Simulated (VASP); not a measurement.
Set up this calculation in VASP 6.6.1, as the native input.

| Quantity | Value |
| --- | --- |
| Task | single point |
| Functional | PBE |
| Dispersion | D3(BJ) |
| Potentials or basis | VASP PAW PBE potentials, release 64 (O_h, C_h) |
| Cutoff | 1000 eV |
| k mesh | 1 × 1 × 1 |
| Occupations | fermi-dirac, width 0.05 eV |
| Spin | no spin polarisation |
| Dipole correction | no |
| Further INCAR settings | LREAL = Auto; ALGO = Normal; EDIFF = 1e-06; NBANDS = 54 |

The structure of CO lies in POSCAR:

```
CO
1.0
    7.7417530000      0.0000000000      0.0000000000
    0.0000000000      7.7417530000      0.0000000000
    0.0000000000      0.0000000000      7.7417530000
O C
8 8
Direct
    0.1495582637      0.0424037619      0.2539315600
    0.1291478823      0.8741902169      0.8367185523
    0.5457271698      0.8985764838     -0.0553035223
    0.1376576950      0.6363930358      0.3673087089
    0.6112237307      0.4256837145      0.1726157073
    0.6684903582      0.1860687843      0.5513337648
    0.5334774575      0.7177264266      0.5357536371
    0.2541733656      0.4728983709      0.8691007854
    0.2219520231      0.1653219866      0.2198995091
   -0.0088048796      0.9113842011      0.8033795247
    0.6002446883      0.9276510867      0.0778382451
    0.0427936524      0.5932969660      0.2640234065
    0.6530926111      0.4328260750      0.0321626047
    0.8078417385      0.1987151755      0.5063772716
    0.6742331712      0.6764264022      0.5418962435
    0.1903175723      0.4083206121      0.7535543012
```

These files were run (other wordings do the same):

INCAR

```
  ALGO = Normal
  EDIFF = 1E-6
  ENCUT = 1000
  GGA = PE
  GGA_COMPAT = False
  ISIF = 2
  ISMEAR = -1
  IVDW = 12
  LASPH = True
  LCHARG = False
  LREAL = Auto
  LWAVE = False
  NBANDS = 54
  NELM = 120
  PREC = Accurate
  SIGMA = 0.05
```

KPOINTS

```
k-points
0
Gamma
  1 1 1
```

Potentials or basis: VASP PAW PBE potentials, release 64 (O_h, C_h).

Run with:

```bash
$ cat potpaw_PBE.64/O_h/POTCAR potpaw_PBE.64/C_h/POTCAR > POTCAR
$ mpirun -np 1 vasp_gam > vasp.out
```

Results of the run:

```
Pressure                   : -0.3 GPa
Largest force              : 0.257 eV/Å
Dispersion energy per atom : -0.043 eV
```

Caveat: the k points lie up to 0.81 Å⁻¹ apart, too coarse for converged energies, forces and pressures.

Run time: 55 s on 1 thread of AMD EPYC 9R45 96-Core Processor (Zen 5) (shared host), peak memory 0.83 GiB.
